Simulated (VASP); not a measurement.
# CdSe (F-43m) in VASP: a series of runs, part 2 of 2

VASP 6.6.1. The steps go on from the part before.

## (3) Single point, PBE, non-collinear spin, zero start, spin-orbit coupling

This run uses another cell than the first one, of 30.10 Å³/atom.

File INCAR:

```
PREC = Accurate
ENCUT = 520
EDIFF = 1E-6
ISMEAR = -1
SIGMA = 0.05
LREAL = False
LASPH = True
NELM = 150
ALGO = Normal
ISIF = 2
LWAVE = False
LCHARG = False
LNONCOLLINEAR = True
MAGMOM = 0 0 0 0 0 0
LORBIT = 11
LSORBIT = True
GGA_COMPAT = False
LORBMOM = True
GGA = PE
NBANDS = 30
```

File KPOINTS:

```
Automatic mesh
0
Gamma
  8 8 8
```

File POSCAR:

```
CdSe
1.0
    0.0000000000      3.1106741371      3.1106741371
    3.1106741371      0.0000000000      3.1106741371
    3.1106741371      3.1106741371      0.0000000000
Cd Se
1 1
Direct
    0.0000000000      0.0000000000      0.0000000000
    0.2500000000      0.2500000000      0.2500000000
```

Potentials or basis: VASP PAW PBE potentials, release 64 (Cd, Se).

Command:

```
$ cat potpaw_PBE.64/Cd/POTCAR potpaw_PBE.64/Se/POTCAR > POTCAR
$ mpirun -np 1 vasp_ncl > vasp.out
```

OUTCAR:

```text
PREC = Accurate
   ENCUT = 520
   EDIFF = 1E-6
   ISMEAR = -1
   LREAL = False
   LASPH = True
   NELM = 150
   ISIF = 2
   LNONCOLLINEAR = True
   LORBIT = 11
   LSORBIT = True
   GGA = PE

 ion  position               nearest neighbor table
   1  0.000  0.000  0.000-   2 2.69   2 2.69   2 2.69   2 2.69
   2  0.250  0.250  0.250-   1 2.69   1 2.69   1 2.69   1 2.69

  LATTYP: Found a face centered cubic cell.
 ALAT       =     6.2213482742

  Lattice vectors:

 A1 = (   0.0000000000,   3.1106741371,   3.1106741371)
 A2 = (   3.1106741371,   0.0000000000,   3.1106741371)
 A3 = (   3.1106741371,   3.1106741371,   0.0000000000)

Analysis of symmetry for initial positions (statically):
=====================================================================
 Subroutine PRICEL returns:
 Original cell was already a primitive cell.

 Routine SETGRP: Setting up the symmetry group for a
 face centered cubic supercell.

 Subroutine GETGRP returns: Found 24 space group operations
 (whereof 24 operations were pure point group operations)
 out of a pool of 48 trial point group operations.
[... 1055 lines left out ...]
     0.0000000     0.0000000     0.0000000     0.0000000     0.0000000     0.0000000     0.0000000
     0.0000000     0.0000000     0.0000000     0.0000000     0.0000000     0.0000000     0.0000000
     0.0000000     0.0000000     0.0000000     0.0000000     0.0000000     0.0000000     0.0000000
     0.0000000     0.0000000     0.0000000     0.0000000     0.0000000     0.0000000     0.0000000
     0.0000000     0.0000000     0.0000000     0.0000000     0.0000000     0.0000000     0.0000000
     0.0000000     0.0000000     0.0000000     0.0000000     0.0000000     0.0000000     0.0000000

 Ion:    2  E_soc:     -0.0407075
 l=   1
     0.0000000    -0.0067783    -0.0067783
    -0.0067783     0.0000000    -0.0067783
    -0.0067783    -0.0067783     0.0000000
 l=   2
     0.0000000    -0.0000031     0.0000000    -0.0000031    -0.0000032
    -0.0000031     0.0000000    -0.0000024    -0.0000031    -0.0000008
     0.0000000    -0.0000024     0.0000000    -0.0000024     0.0000000
    -0.0000031    -0.0000031    -0.0000024     0.0000000    -0.0000008
    -0.0000032    -0.0000008     0.0000000    -0.0000008     0.0000000
 l=   3
     0.0000000     0.0000000     0.0000000     0.0000000     0.0000000     0.0000000     0.0000000
     0.0000000     0.0000000     0.0000000     0.0000000     0.0000000     0.0000000     0.0000000
     0.0000000     0.0000000     0.0000000     0.0000000     0.0000000     0.0000000     0.0000000
     0.0000000     0.0000000     0.0000000     0.0000000     0.0000000     0.0000000     0.0000000
     0.0000000     0.0000000     0.0000000     0.0000000     0.0000000     0.0000000     0.0000000
     0.0000000     0.0000000     0.0000000     0.0000000     0.0000000     0.0000000     0.0000000
     0.0000000     0.0000000     0.0000000     0.0000000     0.0000000     0.0000000     0.0000000

 total charge

# of ion       s       p       d       tot
------------------------------------------
    1        0.436   0.280   9.554  10.269
    2        1.446   2.362   0.018   3.826
--------------------------------------------------
tot          1.882   2.641   9.572  14.095

 magnetization (x)

# of ion       s       p       d       tot
------------------------------------------
    1        0.000   0.000  -0.000   0.000
    2        0.000  -0.000   0.000  -0.000
--------------------------------------------------
tot          0.000  -0.000  -0.000   0.000

 magnetization (y)

# of ion       s       p       d       tot
------------------------------------------
    1        0.000  -0.000   0.000   0.000
    2        0.000  -0.000  -0.000  -0.000
--------------------------------------------------
tot          0.000  -0.000  -0.000  -0.000

 magnetization (z)

# of ion       s       p       d       tot
------------------------------------------
    1       -0.000  -0.000   0.000  -0.000
    2        0.000  -0.000  -0.000  -0.000
--------------------------------------------------
tot         -0.000  -0.000   0.000  -0.000
```

OSZICAR:

```text
N       E                     dE             d eps       ncg     rms          rms(c)
DAV:   1     0.119356548137E+03    0.11936E+03   -0.83836E+03  2596   0.107E+03
DAV:   2     0.467223760067E+00   -0.11889E+03   -0.11367E+03  2850   0.275E+02
DAV:   3    -0.588564245503E+01   -0.63529E+01   -0.63067E+01  3054   0.634E+01
DAV:   4    -0.593454471779E+01   -0.48902E-01   -0.48883E-01  2904   0.543E+00
DAV:   5    -0.593483593509E+01   -0.29122E-03   -0.29121E-03  2996   0.389E-01    0.553E+00
DAV:   6    -0.556376385884E+01    0.37107E+00   -0.50244E-01  3046   0.911E+00    0.446E+00
DAV:   7    -0.554673338913E+01    0.17030E-01   -0.18188E-01  2796   0.287E+00    0.200E+00
DAV:   8    -0.554737355350E+01   -0.64016E-03   -0.14369E-02  2904   0.148E+00    0.514E-01
DAV:   9    -0.554737412583E+01   -0.57234E-06   -0.76847E-04  2946   0.357E-01    0.185E-01
DAV:  10    -0.554754746980E+01   -0.17334E-03   -0.51974E-04  2850   0.234E-01    0.473E-02
DAV:  11    -0.554762255242E+01   -0.75083E-04   -0.13844E-04  2890   0.159E-01    0.316E-02
DAV:  12    -0.554763535957E+01   -0.12807E-04   -0.35219E-05  2802   0.514E-02    0.671E-03
DAV:  13    -0.554763537066E+01   -0.11097E-07   -0.22863E-06  2926   0.940E-03
   1 F= -.55476354E+01 E0= -.55475861E+01  d E =-.984488E-04  mag=    -0.0000     0.0000    -0.0000
```

It took 84 s on 1 thread of Intel Xeon Platinum 8559C (Emerald Rapids), shared host; peak memory 0.44 GiB.

Results:

```yaml
Free_energy: -5.5476 eV
Pressure: -0.3 GPa
Net_moment: 0.00 μB per cell
Valence_electrons_inside_the_program's_atomic_spheres: Cd 10.27; Se 3.83
```

Moments on the atoms (μB; x, y, z):
```
Cd  0.00 0.00 0.00
Se  0.00 0.00 0.00
```

## (4) Single point, PBE, non-collinear spin, zero start, spin-orbit coupling

This run uses another cell than the first one, of 30.68 Å³/atom.

File INCAR:

```
SYSTEM = CdSe
  ALGO = Normal
  EDIFF = 1E-6
  ENCUT = 520
  GGA = PE
  GGA_COMPAT = .FALSE.
  ISIF = 2
  ISMEAR = -1
  LASPH = .TRUE.
  LCHARG = .FALSE.
  LORBIT = 11
  LORBMOM = .TRUE.
  LREAL = .FALSE.
  LSORBIT = .TRUE.
  LWAVE = .FALSE.
  MAGMOM = 0 0 0 0 0 0
  NBANDS = 30
  NELM = 150
  PREC = Accurate
  SIGMA = 0.05
```

File KPOINTS:

```
k-points
0
G
  8 8 8
  0 0 0
```

File POSCAR:

```
CdSe
1.0
    0.0000000000      3.1304878824      3.1304878824
    3.1304878824      0.0000000000      3.1304878824
    3.1304878824      3.1304878824      0.0000000000
Cd Se
1 1
Direct
    0.0000000000      0.0000000000      0.0000000000
    0.2500000000      0.2500000000      0.2500000000
```

Potentials or basis: VASP PAW PBE potentials, release 64 (Cd, Se).

Command:

```
$ cat potpaw_PBE.64/Cd/POTCAR potpaw_PBE.64/Se/POTCAR > POTCAR
$ mpirun -np 1 vasp_ncl > vasp.out
```

OUTCAR:

```text
SYSTEM = CdSe
   EDIFF = 1E-6
   ENCUT = 520
   GGA = PE
   ISIF = 2
   ISMEAR = -1
   LASPH = .TRUE.
   LORBIT = 11
   LREAL = .FALSE.
   LSORBIT = .TRUE.
   NELM = 150
   PREC = Accurate

 ion  position               nearest neighbor table
   1  0.000  0.000  0.000-   2 2.71   2 2.71   2 2.71   2 2.71
   2  0.250  0.250  0.250-   1 2.71   1 2.71   1 2.71   1 2.71

  LATTYP: Found a face centered cubic cell.
 ALAT       =     6.2609757648

  Lattice vectors:

 A1 = (   0.0000000000,   3.1304878824,   3.1304878824)
 A2 = (   3.1304878824,   0.0000000000,   3.1304878824)
 A3 = (   3.1304878824,   3.1304878824,   0.0000000000)

[... 1083 lines left out ...]
    -0.0000030    -0.0000007     0.0000000    -0.0000007     0.0000000
 l=   3
     0.0000000     0.0000000     0.0000000     0.0000000     0.0000000     0.0000000     0.0000000
     0.0000000     0.0000000     0.0000000     0.0000000     0.0000000     0.0000000     0.0000000
     0.0000000     0.0000000     0.0000000     0.0000000     0.0000000     0.0000000     0.0000000
     0.0000000     0.0000000     0.0000000     0.0000000     0.0000000     0.0000000     0.0000000
     0.0000000     0.0000000     0.0000000     0.0000000     0.0000000     0.0000000     0.0000000
     0.0000000     0.0000000     0.0000000     0.0000000     0.0000000     0.0000000     0.0000000
     0.0000000     0.0000000     0.0000000     0.0000000     0.0000000     0.0000000     0.0000000

 total charge

# of ion       s       p       d       tot
------------------------------------------
    1        0.433   0.270   9.554  10.257
    2        1.447   2.353   0.017   3.817
--------------------------------------------------
tot          1.880   2.623   9.571  14.074

 magnetization (x)

# of ion       s       p       d       tot
------------------------------------------
    1        0.000   0.000  -0.000   0.000
    2       -0.000   0.000  -0.000   0.000
--------------------------------------------------
tot         -0.000   0.000  -0.000   0.000

 magnetization (y)

# of ion       s       p       d       tot
------------------------------------------
    1        0.000   0.000  -0.000  -0.000
    2       -0.000  -0.000  -0.000  -0.000
--------------------------------------------------
tot         -0.000  -0.000  -0.000  -0.000

 magnetization (z)

# of ion       s       p       d       tot
------------------------------------------
    1        0.000  -0.000   0.000  -0.000
    2        0.000   0.000  -0.000   0.000
--------------------------------------------------
tot          0.000  -0.000   0.000  -0.000
```

OSZICAR:

```text
N       E                     dE             d eps       ncg     rms          rms(c)
DAV:   1     0.118728943160E+03    0.11873E+03   -0.83611E+03  2580   0.107E+03
DAV:   2     0.471103799616E+00   -0.11826E+03   -0.11298E+03  2866   0.274E+02
DAV:   3    -0.588563422218E+01   -0.63567E+01   -0.63132E+01  3024   0.635E+01
DAV:   4    -0.593392808943E+01   -0.48294E-01   -0.48276E-01  2838   0.542E+00
DAV:   5    -0.593422001335E+01   -0.29192E-03   -0.29192E-03  3018   0.389E-01    0.533E+00
DAV:   6    -0.555821942287E+01    0.37600E+00   -0.50972E-01  3024   0.901E+00    0.433E+00
DAV:   7    -0.554162208322E+01    0.16597E-01   -0.17784E-01  2826   0.283E+00    0.195E+00
DAV:   8    -0.554224708253E+01   -0.62500E-03   -0.13658E-02  2916   0.143E+00    0.505E-01
DAV:   9    -0.554225585500E+01   -0.87725E-05   -0.75657E-04  2940   0.346E-01    0.183E-01
DAV:  10    -0.554243486244E+01   -0.17901E-03   -0.51459E-04  2784   0.226E-01    0.493E-02
DAV:  11    -0.554251337523E+01   -0.78513E-04   -0.13728E-04  2902   0.154E-01    0.301E-02
DAV:  12    -0.554252541201E+01   -0.12037E-04   -0.34404E-05  2856   0.517E-02    0.627E-03
DAV:  13    -0.554252554780E+01   -0.13578E-06   -0.24610E-06  2952   0.948E-03
   1 F= -.55425255E+01 E0= -.55424579E+01  d E =-.135308E-03  mag=     0.0000    -0.0000    -0.0000
```

stdout:

```text
POSCAR found type information on POSCAR CdSe
 POSCAR found :  2 types and       2 ions
 scaLAPACK will be used
 LDA part: xc-table for (Slater+PW92), standard interpolation
 POSCAR, INCAR and KPOINTS ok, starting setup
 FFT: planning ... GRIDC
 FFT: planning ... GRID_SOFT
 FFT: planning ... GRID
 WAVECAR not read
 entering main loop
```

Run time: 86 s. Hardware: 1 thread of Intel Xeon Platinum 8559C (Emerald Rapids), shared host; peak memory 0.45 GiB.

Results:

| Property | Result |
| --- | --- |
| Free energy | -5.5425 eV |
| Pressure | -1.1 GPa |
| Net moment | 0.00 μB per cell |
| Valence electrons inside the program's atomic spheres | Cd 10.26; Se 3.82 |

Moments on the atoms (μB; x, y, z):
```
Cd  0.00 0.00 0.00
Se  0.00 0.00 0.00
```

## (5) Single point, LDA

This run uses another cell than the first one, of 27.11 Å³/atom.

File INCAR:

```
SYSTEM = CdSe
ALGO     = Normal         ! electronic algorithm
EDIFF    = 1E-6           ! SCF threshold, eV
ENCUT    = 520            ! plane-wave cutoff, eV
ISIF     = 2              ! what is computed and relaxed
ISMEAR   = -1             ! smearing method
LASPH    = .TRUE.         ! aspherical terms in the spheres
LCHARG   = .FALSE.        ! write CHGCAR
LREAL    = .FALSE.        ! projectors in reciprocal space
LWAVE    = .FALSE.        ! write WAVECAR
NBANDS   = 16             ! bands
NELM     = 80             ! most SCF steps
PREC     = Accurate       ! precision mode
SIGMA    = 0.05           ! smearing width, eV
```

KPOINTS is that of step 4.

File POSCAR:

```
CdSe
1.0
    0.0000000000      3.0039199018      3.0039199018
    3.0039199018      0.0000000000      3.0039199018
    3.0039199018      3.0039199018      0.0000000000
Cd Se
1 1
Direct
    0.0000000000      0.0000000000      0.0000000000
    0.2500000000      0.2500000000      0.2500000000
```

Potentials or basis: VASP PAW LDA potentials, release 64 (Cd, Se).

Command:

```
$ cat potpaw_LDA.64/Cd/POTCAR potpaw_LDA.64/Se/POTCAR > POTCAR
$ mpirun -np 1 vasp_std > vasp.out
```

OUTCAR:

```text
SYSTEM = CdSe
   EDIFF = 1E-6
   ENCUT = 520
   ISIF = 2
   ISMEAR = -1
   LASPH = .TRUE.
   LREAL = .FALSE.
   NELM = 80
   PREC = Accurate

 ion  position               nearest neighbor table
   1  0.000  0.000  0.000-   2 2.60   2 2.60   2 2.60   2 2.60
   2  0.250  0.250  0.250-   1 2.60   1 2.60   1 2.60   1 2.60

  LATTYP: Found a face centered cubic cell.
 ALAT       =     6.0078398036

  Lattice vectors:

 A1 = (   0.0000000000,   3.0039199018,   3.0039199018)
 A2 = (   3.0039199018,   0.0000000000,   3.0039199018)
 A3 = (   3.0039199018,   3.0039199018,   0.0000000000)

Analysis of symmetry for initial positions (statically):
=====================================================================
 Subroutine PRICEL returns:
 Original cell was already a primitive cell.

 Routine SETGRP: Setting up the symmetry group for a
 face centered cubic supercell.

 Subroutine GETGRP returns: Found 24 space group operations
 (whereof 24 operations were pure point group operations)
 out of a pool of 48 trial point group operations.

The static configuration has the point symmetry T_d .

Analysis of symmetry for dynamics (positions and initial velocities):
[... 162 lines left out ...]
 fundamental gap:      0.4381713415
 Fermi energy:         1.3779393904

 k-point     1 :       0.0000    0.0000    0.0000
  band No.  band energies     occupation
      1     -11.7406      2.00000
      2      -6.9667      2.00000
      3      -6.9667      2.00000
      4      -6.9667      2.00000
      5      -6.5457      2.00000
      6      -6.5457      2.00000
[... 433 lines left out ...]
      3      -6.7939      2.00000
      4      -6.5709      2.00000
      5      -6.5283      2.00000
      6      -6.1267      2.00000
[... 8 lines left out ...]
     15      12.7451      0.00000
     16      13.7612      0.00000

 [... further k-points ...]

------------------------ aborting loop because EDIFF is reached ----------------------------------------

  FORCE on cell =-STRESS in cart. coord.  units (eV):
  Direction    XX          YY          ZZ          XY          YZ          ZX
  --------------------------------------------------------------------------------------
  -------------------------------------------------------------------------------------
  Total        0.1641793      0.1641793      0.1641793      0.0000000      0.0000000      0.0000000
  in kB        4.8521467      4.8521467      4.8521467      0.0000000      0.0000000      0.0000000
  external PRESSURE =       4.8521467 kB  Pullay stress =       0.0000000 kB

 VOLUME and BASIS-vectors are now :
 -----------------------------------------------------------------------------
  energy-cutoff  :      520.00
  volume of cell :       54.21
      direct lattice vectors                 reciprocal lattice vectors
     0.000000000  3.003919902  3.003919902    -0.166449179  0.166449179  0.166449179
     3.003919902  0.000000000  3.003919902     0.166449179 -0.166449179  0.166449179
     3.003919902  3.003919902  0.000000000     0.166449179  0.166449179 -0.166449179

 POSITION                                       TOTAL-FORCE (eV/Angst)
 -----------------------------------------------------------------------------------
      0.00000      0.00000      0.00000         0.000000      0.000000      0.000000
      1.50196      1.50196      1.50196        -0.000000     -0.000000     -0.000000
 -----------------------------------------------------------------------------------
    total drift:                                0.000000      0.000000     -0.000000

  FREE ENERGIE OF THE ION-ELECTRON SYSTEM (eV)
  ---------------------------------------------------
  free  energy   TOTEN  =        -6.7614961071 eV

  energy  without entropy=       -6.7614381934  energy(sigma->0) =       -6.76146715
```

OSZICAR:

```text
N       E                     dE             d eps       ncg     rms          rms(c)
DAV:   1     0.106249438472E+03    0.10625E+03   -0.88673E+03   952   0.102E+03
DAV:   2    -0.315187202427E+01   -0.10940E+03   -0.10339E+03  1104   0.249E+02
DAV:   3    -0.711607308589E+01   -0.39642E+01   -0.39573E+01  1168   0.490E+01
DAV:   4    -0.713242713277E+01   -0.16354E-01   -0.16354E-01  1112   0.314E+00
DAV:   5    -0.713253163345E+01   -0.10450E-03   -0.10450E-03  1208   0.215E-01    0.675E+00
DAV:   6    -0.679243160051E+01    0.34010E+00   -0.51112E-01  1392   0.932E+00    0.523E+00
DAV:   7    -0.676473636063E+01    0.27695E-01   -0.12388E-01  1160   0.247E+00    0.218E+00
DAV:   8    -0.676179900655E+01    0.29374E-02   -0.13325E-02  1048   0.145E+00    0.217E-01
DAV:   9    -0.676150598031E+01    0.29303E-03   -0.13851E-03  1136   0.521E-01    0.424E-02
DAV:  10    -0.676149190886E+01    0.14071E-04   -0.11703E-04  1112   0.149E-01    0.329E-02
DAV:  11    -0.676149649100E+01   -0.45821E-05   -0.16628E-05  1176   0.354E-02    0.117E-02
DAV:  12    -0.676149610714E+01    0.38386E-06   -0.12236E-06   784   0.164E-02
   1 F= -.67614961E+01 E0= -.67614672E+01  d E =-.579138E-04
```

stdout:

```text
POSCAR found type information on POSCAR CdSe
 POSCAR found :  2 types and       2 ions
 scaLAPACK will be used
 LDA part: xc-table for (Slater(with rela. corr.)+CA(PZ))
 , standard interpolation
 POSCAR, INCAR and KPOINTS ok, starting setup
 FFT: planning ... GRIDC
 FFT: planning ... GRID_SOFT
 FFT: planning ... GRID
 WAVECAR not read
 entering main loop
```

It took 30 s on 1 thread of Intel Xeon 8259CL, shared host; peak memory 0.16 GiB.

What came out:

| Item | Value |
| --- | --- |
| Free energy | -6.7615 eV |
| Pressure | 0.5 GPa |
| Band gap on the k mesh | 0.44 eV |

Caveat: semilocal functionals underestimate gaps, and a narrow one can read as zero.

## (6) Summary

| level | potentials or basis | spin | cell | pressure (GPa) | moment (μB) |
| --- | --- | --- | --- | --- | --- |
| PBE | VASP PAW PBE potentials, release 64 (Cd, Se) | non-collinear, zero start, SOC | a = 4.371 Å, angles 60.0°, 2 atoms | 0.6 | 0.00 |
| PBE | VASP PAW PBE potentials, release 64 (Cd, Se) | non-collinear, zero start, SOC | a = 4.399 Å, angles 60.0°, 2 atoms | -0.3 | 0.00 |
| PBE | VASP PAW PBE potentials, release 64 (Cd, Se) | non-collinear, zero start, SOC | a = 4.427 Å, angles 60.0°, 2 atoms | -1.1 | 0.00 |
| LDA | VASP PAW LDA potentials, release 64 (Cd, Se) | off | a = 4.248 Å, angles 60.0°, 2 atoms | 0.5 | - |

Alike in all rows: task single point; k mesh 8 × 8 × 8; cutoff (eV) 520; smearing fermi-dirac 0.05 eV.

Caveats: semilocal functionals underestimate gaps, and a narrow one can read as zero (at least some runs).

Total energies depend on the potentials used, so only differences within one code and one set of settings carry meaning.
